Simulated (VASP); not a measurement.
SrVO3: relaxation of cell and atoms with PBE

SrVO3:

```
Sr V O
1.0
     3.84090    0.00000    0.00000
     0.00000    3.84090    0.00000
     0.00000    0.00000    3.84090
Sr V O
1 1 3
Direct
  0.50000 0.50000 0.50000
  0.00000 0.00000 0.00000
  0.50000 0.00000 0.00000
  0.00000 0.50000 0.00000
  0.00000 0.00000 0.50000
```

```
Program                : VASP 6.6.1
Task                   : relaxation of cell and atoms
Functional             : PBE
Potentials or basis    : VASP PAW PBE potentials, release 64 (Sr_sv, V_sv, O)
Cutoff                 : 600 eV
k mesh                 : 10 × 10 × 10
Occupations            : gaussian, width 0.1 eV
Spin                   : collinear spin, ferromagnetic start
Starting moments       : [0.0, 0.42, 0.0, 0.0, 0.0] μB
Dipole correction      : no
Further INCAR settings : ALGO = Normal; EDIFF = 1e-07; IBRION = 2; EDIFFG = -0.005; NSW = 100; ISIF = 3
```

```yaml
Relaxed_volume: 11.54 Å³/atom
Relaxed_cell: a = 3.864 Å, b = 3.864 Å, c = 3.864 Å, α = 90.00°, β = 90.00°, γ = 90.00°
Space_group_after_relaxing_to_0.05_Å: Pm-3m (No. 221)
Energy_gained_by_relaxing: 2.1 meV/atom
Ionic_steps: 3
Pressure_after_relaxing: 0.0 GPa
Net_moment: 0.34 μB per cell
Site_moments: Sr +0.00; V +0.33; O -0.00 μB
Valence_electrons_inside_the_program's_atomic_spheres: Sr 8.01; V 11.54; O 5.04
```

Step by step:
```tsv
step	energy change (eV)	largest force (eV/Å)	pressure (GPa)	volume (Å³)
1	0.0000	0.0000	3.29	56.66
2	-0.0024	0.0000	-2.71	58.59
3	-0.0103	0.0000	0.00	57.68
```

Final structure:
```yaml
crystal:
  lattice:
    - [3.86373, 0.00000, 0.00000]
    - [0.00000, 3.86373, 0.00000]
    - [0.00000, 0.00000, 3.86373]
  atoms:
    - { symbol: Sr, position: [0.50000, 0.50000, 0.50000] }
    - { symbol: V, position: [0.00000, 0.00000, 0.00000] }
    - { symbol: O, position: [0.50000, 0.00000, 0.00000] }
    - { symbol: O, position: [0.00000, 0.50000, 0.00000] }
    - { symbol: O, position: [0.00000, 0.00000, 0.50000] }
```

Levels at points of the mesh, in eV from the Fermi level:
Spin up:
```
           k point  band 16  band 17  band 18  band 19  band 20  band 21  band 22  band 23  band 24
(0.00, 0.00, 0.00)    -3.20    -3.20    -2.40    -2.40    -2.40    -1.14    -1.14    -1.14     1.11
(0.50, 0.00, 0.00)    -4.54    -4.53    -4.04    -2.84    -2.84    -1.03     0.76     0.76     1.13
(0.50, 0.50, 0.00)    -5.05    -4.10    -3.59    -3.59    -2.10     0.73     0.73     1.07     2.12
(0.50, 0.50, 0.50)    -5.88    -5.88    -2.01    -2.01    -2.01     1.29     1.29     1.29     5.16
```
Spin down:
```tsv
k point	band 16	band 17	band 18	band 19	band 20	band 21	band 22	band 23	band 24
(0.00, 0.00, 0.00)	-3.20	-3.20	-2.41	-2.41	-2.41	-0.76	-0.76	-0.76	1.29
(0.50, 0.00, 0.00)	-4.46	-4.46	-4.04	-2.84	-2.84	-0.64	1.08	1.08	1.31
(0.50, 0.50, 0.00)	-4.97	-4.09	-3.59	-3.59	-2.10	1.07	1.07	1.43	2.29
(0.50, 0.50, 0.50)	-5.81	-5.81	-2.01	-2.01	-2.01	1.65	1.65	1.65	5.17
```

Wall time 4.6 min on 1 thread of Intel(R) Xeon(R) Platinum 8124M CPU @ 3.00GHz (Skylake/Cascade Lake) (shared host), peak memory 0.32 GiB.

Caveat: semilocal functionals often make such compounds metallic where correlation or magnetic order opens a gap, which also shifts bond lengths. Zero-point motion and thermal expansion aren't in these numbers.
